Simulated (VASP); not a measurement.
Write the native input for VASP 6.6.1 that does the following.

| Item | Value |
| --- | --- |
| Task | single point |
| Functional | PBE |
| Potentials or basis | VASP PAW PBE potentials, release 64 (Ca_sv) |
| Cutoff | 520 eV |
| k mesh | 10 × 10 × 10 |
| Occupations | fermi-dirac, width 0.08 eV |
| Spin | no spin polarisation |
| Dipole correction | no |
| Further INCAR settings | ALGO = Normal; EDIFF = 1e-06; NBANDS = 17 |

The structure of Ca lies in POSCAR:

```
Ca
1.0
    0.0000000000      3.4130135837      3.4130135837
    3.4130135837      0.0000000000      3.4130135837
    3.4130135837      3.4130135837      0.0000000000
Ca
2
Direct
   -0.1250000000     -0.1250000000     -0.1250000000
    0.1250000000      0.1250000000      0.1250000000
```

This isn't the form of Ca at room conditions, which is fcc.

The input as run:

INCAR

```
SYSTEM = Ca
  PREC = Accurate
  ENCUT = 520
  EDIFF = 1E-6
  ISMEAR = -1
  SIGMA = 0.08
  LREAL = .FALSE.
  LASPH = .TRUE.
  NELM = 100
  ALGO = Normal
  ISIF = 2
  LWAVE = .FALSE.
  LCHARG = .FALSE.
  GGA = PE
  NBANDS = 17
```

KPOINTS

```
regular mesh
0
G
  10 10 10
  0 0 0
```

Potentials or basis: VASP PAW PBE potentials, release 64 (Ca_sv).

Command:

```bash
$ cat potpaw_PBE.64/Ca_sv/POTCAR > POTCAR
$ mpirun -np 1 vasp_std > vasp.out
```

It gave:

```
Pressure               : 4.6 GPa
Band gap on the k mesh : zero (bands 10 and 11 overlap by 0.97 eV)
```

Caveat: the cell stands under pressure.

Run time: 66 s on 1 thread of Intel Xeon 8259CL, on a shared host, peak memory 0.22 GiB.
